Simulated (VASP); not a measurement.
A run of VASP 6.6.1:

File INCAR:

```
PREC = Accurate ; ENCUT = 520
EDIFF = 1E-7 ; ISMEAR = 0
SIGMA = 0.15 ; LREAL = F
LASPH = T ; NELM = 80
ALGO = Normal ; ISIF = 2
LWAVE = F ; LCHARG = F
GGA = PE ; IVDW = 12
NBANDS = 14
```

KPOINTS

```
regular mesh
0
Gamma
  18 18 4
```

The input POSCAR:

```
Al
1.0
    2.7750000000      0.0000000000      0.0000000000
   -1.3875000000      2.4032204955      0.0000000000
    0.0000000000      0.0000000000     10.8379000000
Al
4
Direct
    0.0000000000      0.0000000000      0.0000000000
    0.3333333333      0.6666666667      0.2500000000
    0.0000000000      0.0000000000      0.5000000000
    0.6666666667      0.3333333333      0.7500000000
```

Potentials or basis: VASP PAW PBE potentials, release 64 (Al).

Command:

```bash
$ cat potpaw_PBE.64/Al/POTCAR > POTCAR
$ mpirun -np 1 vasp_std > vasp.out
```

Hardware: 1 thread of AMD EPYC 7R13, with other jobs on the host.

Task: How long does it take, and how much memory?

Result: Wall time 2.2 min on 1 thread of AMD EPYC 7R13, with other jobs on the host, peak memory 0.22 GiB. Counts: scf iterations 13, k points 111.
